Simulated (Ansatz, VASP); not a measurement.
## One calculation of KMgF3, two programs

```xyz
5
Lattice="4.0589 0.0000 0.0000 0.0000 4.0589 0.0000 0.0000 0.0000 4.0589" Properties=species:S:1:pos:R:3 pbc="T T T"
K     2.0294    2.0294    2.0294
Mg    0.0000    0.0000    0.0000
F     2.0294    0.0000    0.0000
F     0.0000    2.0294    0.0000
F     0.0000    0.0000    2.0294
```

Alike in both runs: task single point; functional r2SCAN; k mesh 6 × 6 × 6; occupations gaussian, width 0.02 eV; no spin polarisation.

|  | VASP | Ansatz |
| --- | --- | --- |
| version | VASP 6.6.1 | Ansatz 0.2.0 |
| potentials or method | VASP PAW PBE potentials, release 64 (K_sv, Mg, F), cutoff 520 eV | scalar-relativistic, plane waves, PAW |
| valence electrons in the cell | 32 | 40 |

```tsv
	VASP	Ansatz	Ansatz less VASP
gap on the k mesh at the Fermi level (eV)	7.83	7.85	+0.023
least direct gap on the mesh (eV)	8.15	8.17	+0.017
pressure (GPa)	-4.6	-4.0	+0.62
```

VASP's potentials were made for PBE, not for r2SCAN. With one functional, cell and mesh, what is left measures potentials, basis and numerics. VASP's potentials hold 32 valence electrons a cell and Ansatz's 40, so a difference there can come from the potentials and not from the codes.
